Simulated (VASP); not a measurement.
Sn2P:

```
Sn P
1.0
     3.42218   -1.97530    0.00000
     3.42218    1.97530    0.00000
    -2.25645    0.00000    6.35289
Sn P
2 1
Cartesian
  4.5299 0.0000 1.4675
  0.0580 0.0000 4.8854
  0.0000 0.0000 0.0000
```

* Program: VASP 6.6.1
* Task: relaxation of cell and atoms
* Functional: PBE
* Potentials or basis: VASP PAW PBE potentials, release 64 (Sn_d, P)
* Cutoff: 600 eV
* k mesh: 6 × 6 × 4
* Occupations: gaussian, width 0.1 eV
* Spin: no spin polarisation

At the start: pressure 1.7 GPa; volume 28.63 Å³/atom.

Q: How do energy, volume and symmetry change on relaxing?

A: Over 17 steps the energy falls by 148.7 meV/atom and the volume is 24.87 Å³/atom (-13.1 %); space group R-3m (No. 166, to 0.1 Å) before and after.

Step by step:
| step | energy change (eV) | largest force (eV/Å) | pressure (GPa) | volume (Å³) |
| --- | --- | --- | --- | --- |
| 1 | 0.0000 | 1.1125 | 1.69 | 85.89 |
| 2 | -0.0916 | 0.4919 | -1.54 | 89.68 |
| 3 | -0.0926 | 0.4268 | -1.85 | 90.12 |
| 4 | -0.1607 | 0.4435 | -1.60 | 87.18 |
| 5 | -0.2946 | 0.2714 | -0.10 | 78.74 |
| 6 | -0.2953 | 0.2277 | 0.32 | 77.22 |
| 7 | -0.3565 | 0.0097 | 0.53 | 74.92 |
| 8 | -0.3855 | 0.2733 | 1.18 | 72.61 |
| 9 | -0.4270 | 0.2565 | -0.08 | 74.47 |
| 10 | -0.4301 | 0.2578 | 0.15 | 74.10 |
| 11 | -0.4405 | 0.1056 | -0.17 | 74.59 |
| 12 | -0.4405 | 0.1082 | -0.13 | 74.59 |
| 13 | -0.4432 | 0.0707 | 0.13 | 74.32 |
| 14 | -0.4440 | 0.0783 | 0.31 | 74.13 |
| 15 | -0.4454 | 0.0416 | -0.18 | 74.73 |
| 16 | -0.4454 | 0.0438 | -0.17 | 74.72 |
| 17 | -0.4462 | 0.0272 | -0.09 | 74.61 |

Final structure:
```yaml
crystal:
  lattice:
    - [3.38293, -1.92720, -0.01428]
    - [3.38293, 1.92720, -0.01428]
    - [-2.25575, 0.00000, 5.73142]
  atoms:
    - { symbol: Sn, position: [0.76351, 0.76351, 0.28939] }
    - { symbol: Sn, position: [0.23649, 0.23649, 0.71061] }
    - { symbol: P, position: [0.00000, 0.00000, 0.00000] }
```
